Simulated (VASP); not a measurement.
Wanted: the native input for a VASP 6.6.1 run.

```yaml
Task: relaxation of cell and atoms
Functional: PBE
Potentials_or_basis: VASP PAW PBE potentials, release 64 (Si, Ge_d)
Cutoff: 600 eV
k_mesh: 3 × 3 × 3
Occupations: gaussian, width 0.2 eV
Spin: no spin polarisation
Dipole_correction: no
Further_INCAR_settings: ALGO = Normal; EDIFF = 1e-06; IBRION = 2; EDIFFG = -0.08; NSW = 36; ISIF = 3
```

The structure of Si4Ge3 lies in POSCAR:

```
Si4Ge3
1.0
    5.1815000000      2.9915404200      3.1986666700
   -5.1815000000      2.9915404200      3.1986666700
    0.0000000000     -5.9830808400      3.1986666700
Si Ge
8 6
Direct
    0.8392860000      0.9821430000      0.5535710000
    0.2678570000      0.6964290000      0.4107140000
    0.5535710000      0.8392860000      0.9821430000
    0.4107140000      0.2678570000      0.6964290000
    0.9821430000      0.5535710000      0.8392860000
    0.6964290000      0.4107140000      0.2678570000
    0.8750000000      0.8750000000      0.8750000000
    0.1250000000      0.1250000000      0.1250000000
    0.1607140000      0.0178570000      0.4464290000
    0.7321430000      0.3035710000      0.5892860000
    0.4464290000      0.1607140000      0.0178570000
    0.5892860000      0.7321430000      0.3035710000
    0.0178570000      0.4464290000      0.1607140000
    0.3035710000      0.5892860000      0.7321430000
```

These files were run (other wordings do the same):

INCAR

```
ALGO     = Normal         # electronic algorithm
EDIFF    = 1E-6           # SCF threshold, eV
EDIFFG   = -0.08          # ionic threshold
ENCUT    = 600            # plane-wave cutoff, eV
GGA      = PE             # functional
IBRION   = 2              # ionic algorithm
ISIF     = 3              # what is computed and relaxed
ISMEAR   = 0              # smearing method
LASPH    = T              # aspherical terms in the spheres
LCHARG   = F              # write CHGCAR
LREAL    = F              # projectors in reciprocal space
LWAVE    = F              # write WAVECAR
NELM     = 80             # most SCF steps
NSW      = 36             # ionic steps
PREC     = Accurate       # precision mode
SIGMA    = 0.2            # smearing width, eV
```

KPOINTS

```
k-points
0
Gamma
  3 3 3
```

Potentials or basis: VASP PAW PBE potentials, release 64 (Si, Ge_d).

Command:

```console
$ cat potpaw_PBE.64/Si/POTCAR potpaw_PBE.64/Ge_d/POTCAR > POTCAR
$ mpirun -np 1 vasp_std > vasp.out
```

It gave:

| Quantity | Value |
| --- | --- |
| Relaxed volume | 21.67 Å³/atom |
| Relaxed cell | a = 6.829 Å, b = 6.829 Å, c = 6.829 Å, α = 99.61°, β = 99.61°, γ = 99.61° |
| Space group after relaxing (to 0.1 Å) | R3 (No. 146) |
| Energy gained by relaxing | 4.7 meV/atom |
| Ionic steps | 5 |
| Pressure after relaxing | 0.0 GPa |
| Largest force after relaxing | 0.065 eV/Å |
| Band gap on the k mesh | 0.72 eV (least direct gap 1.56 eV) |

Caveat: the relaxation stopped at a loose force limit of 0.08 eV/Å, so its end isn't a converged minimum.

Wall time 18 min on 1 thread of Oxide Virtual Turin-like Processor, with other jobs on the host, peak memory 0.44 GiB.
